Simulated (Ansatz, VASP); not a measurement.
Ni: VASP beside Ansatz

```xyz
1
Lattice="0.0000 1.7387 1.7387 1.7387 0.0000 1.7387 1.7387 1.7387 0.0000" Properties=species:S:1:pos:R:3 pbc="T T T"
Ni    0.0000    0.0000    0.0000
```

Alike in both runs: functional r2SCAN; k mesh 26 × 26 × 26; collinear spin.

Ansatz relaxed the structure, and its values are those at the end. VASP's run is a single point on that final structure, the one shown.

|  | VASP | Ansatz |
| --- | --- | --- |
| version | VASP 6.6.1 | Ansatz 0.2.0 |
| potentials or method | VASP PAW PBE potentials, release 64 (Ni) | plane-wave PAW, scalar-relativistic |
| plane-wave cutoff (eV) | 660 | 500 |
| occupations | methfessel-paxton of order 1, width 0.1 eV | cold, width 0.1 eV |
| valence electrons in the cell | 10 | 18 |

```tsv
	VASP	Ansatz	Ansatz less VASP
pressure (GPa)	0.3	0.0	-0.32
net moment per atom (μB)	0.71	0.73	+0.015
size of the moment on the site where the two differ most (μB)	0.73	0.80	+0.064
```

VASP's potentials were made for PBE, not for r2SCAN. Site moments also hang on the region over which each program counts them. VASP's potentials hold 10 valence electrons a cell and Ansatz's 18, so a difference there can come from the potentials and not from the codes.
